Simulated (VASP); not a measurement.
A run of VASP 6.6.1:

INCAR

```
SYSTEM = AlN
PREC     = Accurate       ! precision mode
ENCUT    = 520            ! plane-wave cutoff, eV
EDIFF    = 1E-6           ! SCF threshold, eV
ISMEAR   = -1             ! smearing method
SIGMA    = 0.02           ! smearing width, eV
LREAL    = .False.        ! projectors in reciprocal space
LASPH    = .True.         ! aspherical terms in the spheres
NELM     = 80             ! most SCF steps
ALGO     = Normal         ! electronic algorithm
ISIF     = 2              ! what is computed and relaxed
LWAVE    = .False.        ! write WAVECAR
LCHARG   = .True.         ! write CHGCAR
GGA      = PE             ! functional
LELF     = .True.         ! ELF
LVHAR    = .True.       
NBANDS   = 16             ! bands
```

The input KPOINTS:

```
regular mesh
0
Gamma
  11 11 6
  0 0 0
```

File POSCAR:

```
AlN
1.0
    3.1110021516      0.0311100215      0.0311100215
   -1.5285590069      2.6786518837      0.0113870582
    0.0497800000      0.0497800000      4.9780000000
Al N
2 2
Direct
    0.3333333333      0.6666666667      0.0000000000
    0.6666666667      0.3333333333      0.5000000000
    0.3333333333      0.6666666667      0.3850000000
    0.6666666667      0.3333333333      0.8850000000
```

Potentials or basis: VASP PAW PBE potentials, release 64 (Al, N).

Command:

```console
$ cat potpaw_PBE.64/Al/POTCAR potpaw_PBE.64/N/POTCAR > POTCAR
$ mpirun -np 1 vasp_std > vasp.out
```

Hardware: 1 thread of Intel(R) Xeon(R) 6975P-C (Granite Rapids), with other jobs on the host.

Task: Estimate the wall time of this run.

Result: Run time: 74 s on 1 thread of Intel(R) Xeon(R) 6975P-C (Granite Rapids), on a shared host, peak memory 0.3 GiB. Counts: scf iterations 13, k points 364.
